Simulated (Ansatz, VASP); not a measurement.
**W2I: VASP beside Ansatz**

```
CELL_PARAMETERS angstrom
5.26968 0.00000 0.00000
0.00000 6.43160 0.00000
0.00000 0.00000 4.01504
ATOMIC_POSITIONS crystal
W 0.20040 0.37870 0.00000
W 0.79960 0.62130 0.00000
W 0.70040 0.12130 0.50000
W 0.29960 0.87870 0.50000
I 0.00000 0.00000 0.00000
I 0.50000 0.50000 0.50000
```

Alike in both runs: task single point; functional PBE; k mesh 4 × 4 × 4; occupations gaussian, width 0.1 eV; no spin polarisation.

|  | VASP | Ansatz |
| --- | --- | --- |
| version | VASP 6.6.1 | Ansatz 0.2.0 |
| potentials or method | VASP PAW PBE potentials, release 64 (W_sv, I), cutoff 520 eV | scalar-relativistic, plane waves, PAW |
| valence electrons in the cell | 70 | 90 |

```tsv
	VASP	Ansatz	Ansatz less VASP
gap on the k mesh at the Fermi level (eV)	none	none	-
pressure (GPa)	-3.6	-3.6	0.00
traceless stress, the component that is largest in VASP (GPa)	9.01	9.03	+0.024
rms of the force components (eV/Å)	0.684	0.693	+0.0090
```

Atom by atom the forces differ by 0.009 eV/Å (rms over components). A gap of «none» marks a metal or a gap that the smearing closes. VASP's potentials hold 70 valence electrons a cell and Ansatz's 90, so a difference there can come from the potentials and not from the codes.

The k mesh is coarse, so the values compare programs but aren't converged. Neither program's run includes spin-orbit coupling.
